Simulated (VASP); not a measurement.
# CoSi2 (Fm-3m) in VASP: a series of runs

CoSi2 is run at these levels: BLYP+D4, r2SCAN, PBE; tasks: single point.

Program: VASP 6.6.1. These are calculated values, not measurements. Logs are shortened: lines on timing, memory, paths and dates and some standing lists are left out, and cuts for length are marked.

### Step 1. The cell of the first run

It takes space group Fm-3m (No. 225, cubic). The conventional cell has a = 5.426 Å, b = 5.426 Å, c = 5.426 Å, α = 90.00°, β = 90.00°, γ = 90.00°. Within 3.1 Å of Co (site symmetry m-3m) lie 8 Si at 2.35 Å. Within 3.1 Å of Si (site symmetry -43m) lie 4 Co at 2.35 Å and 6 Si at 2.71 Å.

### Step 2. Single point, BLYP+D4, collinear spin, ferromagnetic start

Contents of INCAR:

```
AGGAC    = 1.0          
AGGAX    = 1.0          
ALDAC    = 0.0          
ALDAX    = 1.0          
ALGO     = Normal         # electronic algorithm
EDIFF    = 1E-6           # SCF threshold, eV
ENCUT    = 520            # plane-wave cutoff, eV
GGA      = B5             # functional
ISIF     = 2              # what is computed and relaxed
ISMEAR   = -5             # smearing method
ISPIN    = 2              # spin polarisation
IVDW     = 13             # dispersion correction
LASPH    = True           # aspherical terms in the spheres
LCHARG   = True           # write CHGCAR
LELF     = True           # ELF
LMAXMIX  = 4              # l up to which the mixer works
LORBIT   = 11             # projections on sites
LREAL    = False          # projectors in reciprocal space
LVHAR    = True         
LWAVE    = False          # write WAVECAR
MAGMOM   = 4 0 0          # initial moments
NBANDS   = 20             # bands
NELM     = 150            # most SCF steps
NUPDOWN  = 4.0            # fixed moment
PREC     = Accurate       # precision mode
SIGMA    = 0.05           # smearing width, eV
VDW_A1   = 0.44488865   
VDW_A2   = 4.0933009    
VDW_S6   = 1.0          
VDW_S8   = 2.34076671
```

Contents of KPOINTS:

```
k-points
0
Gamma
  9 9 9
```

Contents of POSCAR:

```
CoSi2
1.0
    0.0000000000      2.7132408834      2.7132408834
    2.7132408834      0.0000000000      2.7132408834
    2.7132408834      2.7132408834      0.0000000000
Co Si
1 2
Direct
    0.0000000000      0.0000000000      0.0000000000
    0.7500000000      0.7500000000      0.7500000000
    0.2500000000      0.2500000000      0.2500000000
```

Potentials or basis: VASP PAW PBE potentials, release 64 (Co, Si).

Started as:

```bash
$ cat potpaw_PBE.64/Co/POTCAR potpaw_PBE.64/Si/POTCAR > POTCAR
$ mpirun -np 1 vasp_std > vasp.out
```

OUTCAR:

```text
EDIFF = 1E-6
   ENCUT = 520
   GGA = B5
   ISIF = 2
   ISMEAR = -5
   ISPIN = 2
   IVDW = 13
   LASPH = True
   LORBIT = 11
   LREAL = False
   NELM = 150
   NUPDOWN = 4.0
   PREC = Accurate

 ion  position               nearest neighbor table
   1  0.000  0.000  0.000-   2 2.35   2 2.35   2 2.35   2 2.35   3 2.35   3 2.35   3 2.35   3 2.35

   2  0.750  0.750  0.750-   1 2.35   1 2.35   1 2.35   1 2.35   3 2.71   3 2.71   3 2.71   3 2.71
                             3 2.71   3 2.71
   3  0.250  0.250  0.250-   1 2.35   1 2.35   1 2.35   1 2.35   2 2.71   2 2.71   2 2.71   2 2.71
                             2 2.71   2 2.71

  LATTYP: Found a face centered cubic cell.
 ALAT       =     5.4264817668

  Lattice vectors:

 A1 = (   0.0000000000,   2.7132408834,   2.7132408834)
 A2 = (   2.7132408834,   0.0000000000,   2.7132408834)
 A3 = (   2.7132408834,   2.7132408834,   0.0000000000)

Analysis of symmetry for initial positions (statically):
=====================================================================
 Subroutine PRICEL returns:
 Original cell was already a primitive cell.

 Routine SETGRP: Setting up the symmetry group for a
 face centered cubic supercell.

 Subroutine GETGRP returns: Found 48 space group operations
 (whereof 48 operations were pure point group operations)
 out of a pool of 48 trial point group operations.

The static configuration has the point symmetry O_h .

Analysis of symmetry for dynamics (positions and initial velocities):
=====================================================================
 Subroutine PRICEL returns:
 Original cell was already a primitive cell.

 Routine SETGRP: Setting up the symmetry group for a
 face centered cubic supercell.

 Subroutine GETGRP returns: Found 48 space group operations
 (whereof 48 operations were pure point group operations)
 out of a pool of 48 trial point group operations.

The dynamic configuration has the point symmetry O_h .

Analysis of structural, dynamic, and magnetic symmetry:
=====================================================================
 Subroutine PRICEL returns:
 Original cell was already a primitive cell.

 Routine SETGRP: Setting up the symmetry group for a
 face centered cubic supercell.

 Subroutine GETGRP returns: Found 48 space group operations
 (whereof 48 operations were pure point group operations)
 out of a pool of 48 trial point group operations.

The overall configuration has the point symmetry O_h .

 Subroutine INISYM returns: Found 48 space group operations
 (whereof 48 operations are pure point group operations),
 and found     1 'primitive' translations

----------------------------------------------------------------------------------------

                                     Primitive cell

  volume of cell :      39.9480

  direct lattice vectors                    reciprocal lattice vectors
     0.000000000  2.713240883  2.713240883    -0.184281463  0.184281463  0.184281463
     2.713240883  0.000000000  2.713240883     0.184281463 -0.184281463  0.184281463
     2.713240883  2.713240883  0.000000000     0.184281463  0.184281463 -0.184281463

  length of vectors
     3.837102055  3.837102055  3.837102055     0.319184857  0.319184857  0.319184857

  position of ions in fractional coordinates (direct lattice)
     0.000000000  0.000000000  0.000000000
     0.750000000  0.750000000  0.750000000
     0.250000000  0.250000000  0.250000000

  ion indices of the primitive-cell ions
   primitive index   ion index
                 1           1
                 2           2
                 3           3

----------------------------------------------------------------------------------------

 KPOINTS: k-points

Automatic generation of k-mesh.
 Grid dimensions read from file:
 generate k-points for:    9    9    9

 Generating k-lattice:

  Cartesian coordinates                     Fractional coordinates (reciprocal lattice)
    -0.020475718  0.020475718  0.020475718     0.111111111  0.000000000  0.000000000
     0.020475718 -0.020475718  0.020475718     0.000000000  0.111111111  0.000000000
     0.020475718  0.020475718 -0.020475718     0.000000000  0.000000000  0.111111111

  Length of vectors
     0.035464984  0.035464984  0.035464984

  Shift w.r.t. Gamma in fractional coordinates (k-lattice)
     0.000000000  0.000000000  0.000000000

 TETIRR: Found    115 inequivalent tetrahedra from     4374

 Subroutine IBZKPT returns following result:
 ===========================================

 Found     35 irreducible k-points:

 Following reciprocal coordinates:
            Coordinates               Weight
  0.000000  0.000000  0.000000      1.000000
  0.111111  0.000000  0.000000      8.000000
  0.222222  0.000000  0.000000      8.000000
  0.333333  0.000000  0.000000      8.000000
  0.444444  0.000000  0.000000      8.000000
  0.111111  0.111111  0.000000      6.000000
[... 16 lines left out ...]
 -0.333333  0.333333  0.000000     12.000000
  0.444444  0.444444  0.000000      6.000000
 [... further k-points ...]
   k-points           NKPTS =     35   k-points in BZ     NKDIM =     35   number of bands    NBANDS=     20
   number of dos      NEDOS =    301   number of ions     NIONS =      3
   total plane-waves  NPLWV =  27000
   dimension x,y,z NGX =    30 NGY =   30 NGZ =   30
   dimension x,y,z NGXF=    60 NGYF=   60 NGZF=   60
   ions per type =               1   2
   NGX,Y,Z   is equivalent  to a cutoff of  13.00, 13.00, 13.00 a.u.
   NGXF,Y,Z  is equivalent  to a cutoff of  26.00, 26.00, 26.00 a.u.
 SYSTEM =  unknown system
   PREC   = accura    normal or accurate (medium, high low for compatibility)
   ISTART =      0    job   : 0-new  1-cont  2-samecut
   ICHARG =      2    charge: 1-file 2-atom 10-const
   ISPIN  =      2    spin polarized calculation?
   LNONCOLLINEAR =      F non collinear calculations
   LSORBIT =      F    spin-orbit coupling
   LASPH  =      T    aspherical Exc in radial PAW
   ENCUT  =  520.0 eV  38.22 Ry    6.18 a.u.   7.13  7.13  7.13*2*pi/ulx,y,z
   NELM   =    150;   NELMIN=  2; NELMDL= -5     # of ELM steps
   EDIFF  = 0.1E-05   stopping-criterion for ELM
   LREAL  =      F    real-space projection
   EDIFFG = 0.1E-04   stopping-criterion for IOM
   NSW    =      0    number of steps for IOM
   IBRION =     -1    ionic relax: 0-MD 1-quasi-New 2-CG
   NFREE  =      0    steps in history (QN), initial steepest desc. (CG)
   ISIF   =      2    stress and relaxation
   ISYM   =      2    0-nonsym 1-usesym 2-fastsym
   POTIM  = 0.5000    time-step for ionic-motion
   TEBEG  =    0.0;   TEEND  =   0.0 temperature during run
   PSTRESS=    0.0 pullay stress
   NELECT =      17.0000    total number of electrons
   NUPDOWN=       4.0000    fix difference up-down
   EMIN   =  10.00;   EMAX   =-10.00  energy-range for DOS
   EFERMI =   0.00;   METHOD = LEGACY
   ISMEAR =    -5;   SIGMA  =   0.05  broadening in eV -4-tet -1-fermi 0-gaus
   EFERMI_NEDOS =   21; number of points for ismear=-14 and -15
   IALGO  =     38    algorithm
   IMIX   =      4    mixing-type and parameters
     AMIX     =   0.40;   BMIX     =  1.00
     AMIX_MAG =   1.60;   BMIX_MAG =  1.00
  volume/ion in A,a.u.               =      13.32        89.86
  Fermi-wavevector in a.u.,A,eV,Ry     =   1.231382  2.326974 20.630535  1.516302
  Thomas-Fermi vector in A             =   2.366194
   LORBIT       =     11    0 simple, 1 ext, 2 COOP (PROOUT), +10 PAW based schemes
   GGA     = B5    functional components
   LHFCALC =     F    Hartree Fock is set to
   AEXX    =    0.0000 exact exchange contribution
   IVDW    =    13    specifies the selected vdW correction
   LEPSILON=     F    determine dielectric tensor
   LRPA    =     F    only Hartree local field effects (RPA)
 spin polarized calculation
 Fermi weights with tetrahedron method with Bloechl corrections
  energy-cutoff  :      520.00
  volume of cell :       39.95
 maximum number of plane-waves:      1089
 NGX is ok and might be reduce to    30
   NGX = 15   NGY = 15   NGZ = 15

 number of electron      17.0000002 magnetization       4.0000001

 Free energy of the ion-electron system (eV)
  ---------------------------------------------------
  ext. energy  EPLUGINS =         0.00000000
  ---------------------------------------------------
  free energy    TOTEN  =       -11.19954145 eV

  energy without entropy =      -11.19954145  energy(sigma->0) =      -11.19954145

 E-fermi :   8.5348     XC(G=0): -10.9223

 val. band max:       13.2162945201   @ k =   0.2222   0.0000   0.0000
 cond. band min:       8.4505170118   @ k =   0.4444   0.4444   0.0000
 fundamental gap:     -4.7657775084
 Fermi energy:        13.1931250723

 spin component 1

 k-point     1 :       0.0000    0.0000    0.0000
  band No.  band energies     occupation
      1      -3.0347      1.00000
      2       4.8665      1.00000
      3       4.8665      1.00000
      4       4.8665      1.00000
      5       6.2015      1.00000
      6       6.2015      1.00000
[... 12 lines left out ...]
     19      20.3396      0.00000
[... 513 lines left out ...]
      4       5.9191      1.00000
      5       5.9191      1.00000
      6       6.5390      1.00000
[... 12 lines left out ...]
     19      24.4827      0.00000
     20      24.4827      0.00000

 [... further k-points ...]

 spin component 2

 k-point     1 :       0.0000    0.0000    0.0000
  band No.  band energies     occupation
      1      -2.2434      1.00000
      2       6.2315      1.00000
      3       6.2315      1.00000
      4       6.2315      1.00000
      5       8.3673      1.00000
      6       8.3673      1.00000
[... 12 lines left out ...]
     19      21.1098      0.00000
[... 513 lines left out ...]
      4       6.9633      1.00000
      5       6.9633      1.00000
      6       8.1667      1.00455
[... 12 lines left out ...]
     19      25.4141      0.00000
     20      25.4141      0.00000

 [... further k-points ...]

------------------------ aborting loop because EDIFF is reached ----------------------------------------

  DFT-D4 for vdW energy calculation

  Edisp (eV):   -2.57230

  FORCE on cell =-STRESS in cart. coord.  units (eV):
  Direction    XX          YY          ZZ          XY          YZ          ZX
  --------------------------------------------------------------------------------------
  -------------------------------------------------------------------------------------
  Total       6.23194     6.23194     6.23194    -0.00000    -0.00000     0.00000
  in kB     249.94192   249.94192   249.94192    -0.00000    -0.00000     0.00000
  external pressure =      249.94 kB  Pullay stress =        0.00 kB

 VOLUME and BASIS-vectors are now :
 -----------------------------------------------------------------------------
  energy-cutoff  :      520.00
  volume of cell :       39.95
      direct lattice vectors                 reciprocal lattice vectors
     0.000000000  2.713240883  2.713240883    -0.184281463  0.184281463  0.184281463
     2.713240883  0.000000000  2.713240883     0.184281463 -0.184281463  0.184281463
     2.713240883  2.713240883  0.000000000     0.184281463  0.184281463 -0.184281463

 POSITION                                       TOTAL-FORCE (eV/Angst)
 -----------------------------------------------------------------------------------
      0.00000      0.00000      0.00000        -0.000000     -0.000000     -0.000000
      4.06986      4.06986      4.06986         0.000000     -0.000000      0.000000
      1.35662      1.35662      1.35662        -0.000000      0.000000      0.000000
 -----------------------------------------------------------------------------------
    total drift:                                0.000000     -0.000000     -0.000000

  FREE ENERGIE OF THE ION-ELECTRON SYSTEM (eV)
  ---------------------------------------------------
  free  energy   TOTEN  =       -13.7718454173 eV

  energy  without entropy=      -13.7718454173  energy(sigma->0) =      -13.77184542

 total charge

# of ion       s       p       d       tot
------------------------------------------
    1        0.529   0.652   7.354   8.536
    2        0.806   0.866   0.000   1.673
    3        0.806   0.866   0.000   1.673
--------------------------------------------------
tot          2.142   2.384   7.354  11.881

 magnetization (x)

# of ion       s       p       d       tot
------------------------------------------
    1        0.052   0.219   2.013   2.284
    2        0.124   0.227   0.000   0.351
    3        0.124   0.227   0.000   0.351
--------------------------------------------------
tot          0.300   0.673   2.013   2.987
```

Run time: 2.5 min. Hardware: 1 thread of AMD EPYC 7R43 (Zen 3), shared host; peak memory 0.17 GiB.

What came out:

| Quantity | Value |
| --- | --- |
| Free energy | -13.7718 eV |
| Pressure | 25.0 GPa |
| Net moment | 4.00 μB per cell |
| Site moments | Co +2.28; Si +0.35 μB |
| Valence electrons inside the program's atomic spheres | Co 8.54; Si 1.67 |
| Dispersion energy per atom | -0.857 eV |

Caveat: the PAW data sets were made with another functional, which shifts forces and pressure a little; the total moment is fixed, so each spin has its own Fermi level.

### Step 3. Single point, BLYP+D4, collinear spin, ferromagnetic start

This run uses another cell than the first one, of 13.57 Å³/atom, 1.019 times its volume.

Contents of INCAR:

```
SYSTEM = CoSi2
PREC = Accurate
ENCUT = 520
EDIFF = 1E-6
ISMEAR = -5
SIGMA = 0.05
LREAL = .FALSE.
LASPH = .TRUE.
NELM = 150
ALGO = Normal
ISIF = 2
LWAVE = .FALSE.
LCHARG = .TRUE.
ISPIN = 2
MAGMOM = 4 0 0
LORBIT = 11
NUPDOWN = 4.0
LMAXMIX = 4
GGA = B5
ALDAX = 1.0
AGGAX = 1.0
AGGAC = 1.0
ALDAC = 0.0
IVDW = 13
VDW_S6 = 1.0
VDW_S8 = 2.34076671
VDW_A1 = 0.44488865
VDW_A2 = 4.0933009
LELF = .TRUE.
LVHAR = .TRUE.
NBANDS = 20
```

Contents of KPOINTS:

```
regular mesh
0
G
  9 9 9
  0 0 0
```

Contents of POSCAR:

```
CoSi2
1.0
    0.0000000000      2.7305231384      2.7305231384
    2.7305231384      0.0000000000      2.7305231384
    2.7305231384      2.7305231384      0.0000000000
Co Si
1 2
Direct
    0.0000000000      0.0000000000      0.0000000000
    0.7500000000      0.7500000000      0.7500000000
    0.2500000000      0.2500000000      0.2500000000
```

Potentials or basis: VASP PAW PBE potentials, release 64 (Co, Si).

Started as:

```bash
$ cat potpaw_PBE.64/Co/POTCAR potpaw_PBE.64/Si/POTCAR > POTCAR
$ mpirun -np 1 vasp_std > vasp.out
```

Wall time 2.8 min (1 thread of AMD EPYC 7R43 (Zen 3), shared host); peak memory 0.17 GiB.

The run converged. Its results:

```
Free energy                                           : -13.8835 eV
Pressure                                              : 21.6 GPa
Net moment                                            : 4.00 μB per cell
Site moments                                          : Co +2.29; Si +0.35 μB
Valence electrons inside the program's atomic spheres : Co 8.49; Si 1.66
Dispersion energy per atom                            : -0.841 eV
```

Caveat: the PAW data sets were made with another functional, which shifts forces and pressure a little; the total moment is fixed, so each spin has its own Fermi level.

### Step 4. Single point, r2SCAN, collinear spin, ferromagnetic start

This run uses another cell than the first one, of 12.80 Å³/atom, 0.962 times its volume.

Contents of POSCAR:

```
CoSi2
1.0
    0.0000000000      2.6780000000      2.6780000000
    2.6780000000      0.0000000000      2.6780000000
    2.6780000000      2.6780000000      0.0000000000
Co Si
1 2
Direct
    0.0000000000      0.0000000000      0.0000000000
    0.7500000000      0.7500000000      0.7500000000
    0.2500000000      0.2500000000      0.2500000000
```

Contents of INCAR.step1:

```
SYSTEM = CoSi2
ALGO = Normal
EDIFF = 1E-4
ENCUT = 520
GGA = PE
ISMEAR = -1
ISPIN = 2
LASPH = .TRUE.
LCHARG = .FALSE.
LMAXMIX = 4
LREAL = .FALSE.
LWAVE = .TRUE.
MAGMOM = 2 0 0
NBANDS = 20
NELM = 150
PREC = Accurate
SIGMA = 0.05
```

Contents of INCAR.step2:

```
SYSTEM = CoSi2
ALGO = Normal
EDIFF = 1E-6
ENCUT = 520
ISIF = 2
ISMEAR = -1
ISPIN = 2
ISTART = 1
LASPH = .TRUE.
LCHARG = .FALSE.
LMAXMIX = 4
LMIXTAU = .TRUE.
LORBIT = 11
LREAL = .FALSE.
LWAVE = .FALSE.
MAGMOM = 2 0 0
METAGGA = R2SCAN
NBANDS = 20
NELM = 150
PREC = Accurate
SIGMA = 0.05
```

Contents of KPOINTS:

```
k-points
0
G
  9 9 9
  0 0 0
```

Started as:

```bash
$ cat potpaw_PBE.64/Co/POTCAR potpaw_PBE.64/Si/POTCAR > POTCAR
$ cp INCAR.step1 INCAR
$ mpirun -np 1 vasp_std > vasp.out
$ cp INCAR.step2 INCAR
$ mpirun -np 1 vasp_std > vasp.out
```

Run time: 6.7 min. Hardware: 1 thread of AMD EPYC 7R43 (Zen 3), shared host; peak memory 0.17 GiB.

Results (log left out):

* Free energy: -31.9949 eV
* Pressure: -4.4 GPa
* Net moment: 0.00 μB per cell
* Valence electrons inside the program's atomic spheres: Co 8.92; Si 1.59

Levels at points of the mesh, in eV from the Fermi level:
Spin up:
| k point | band 6 | band 7 | band 8 | band 9 | band 10 | band 11 | band 12 | band 13 |
| --- | --- | --- | --- | --- | --- | --- | --- | --- |
| (0.00, 0.00, 0.00) | -2.00 | 1.26 | 3.61 | 3.61 | 3.61 | 3.64 | 3.64 | 3.64 |
Spin down:
```csv
k point,band 6,band 7,band 8,band 9,band 10,band 11,band 12,band 13
"(0.00, 0.00, 0.00)",-2.00,1.26,3.61,3.61,3.61,3.64,3.64,3.64
```

Caveat: the starting moments collapsed, and a magnetic state may lie lower; the PAW data sets were made with another functional, which shifts forces and pressure a little.

### Step 5. Single point, PBE, collinear spin, ferromagnetic start

This run uses another cell than the first one, of 12.80 Å³/atom, 0.962 times its volume.

Contents of INCAR:

```
PREC = Accurate
ENCUT = 520
EDIFF = 1E-6
ISMEAR = 0
SIGMA = 0.011
LREAL = F
LASPH = T
NELM = 150
ALGO = Normal
ISIF = 2
LWAVE = F
LCHARG = T
ISPIN = 2
MAGMOM = 2 0 0
LORBIT = 11
LMAXMIX = 4
GGA = PE
LELF = T
LVHAR = T
NBANDS = 20
```

Contents of KPOINTS:

```
regular mesh
0
Gamma
  9 9 9
```

POSCAR is that of step 4.

Started as:

```bash
$ cat potpaw_PBE.64/Co/POTCAR potpaw_PBE.64/Si/POTCAR > POTCAR
$ mpirun -np 1 vasp_std > vasp.out
```

It took 31 s on 1 thread of Intel Xeon 6975P-C (Granite Rapids), shared host; peak memory 0.19 GiB.

The run converged. Its results:

```yaml
Free_energy: -19.2896 eV
Pressure: 0.3 GPa
Net_moment: 0.00 μB per cell
Valence_electrons_inside_the_program's_atomic_spheres: Co 8.86; Si 1.59
```

Levels at points of the mesh, in eV from the Fermi level:
Spin up:
```
           k point  band 7  band 8  band 9  band 10  band 11  band 12
(0.00, 0.00, 0.00)    0.80    3.46    3.46     3.46     3.49     3.49
```
Spin down:
```csv
k point,band 5,band 6,band 7,band 8,band 9,band 10,band 11,band 12,band 13,band 14
"(0.00, 0.00, 0.00)",-1.86,-1.86,0.80,3.46,3.46,3.46,3.49,3.49,3.49,5.71
```

Caveat: the starting moments collapsed, and a magnetic state may lie lower.
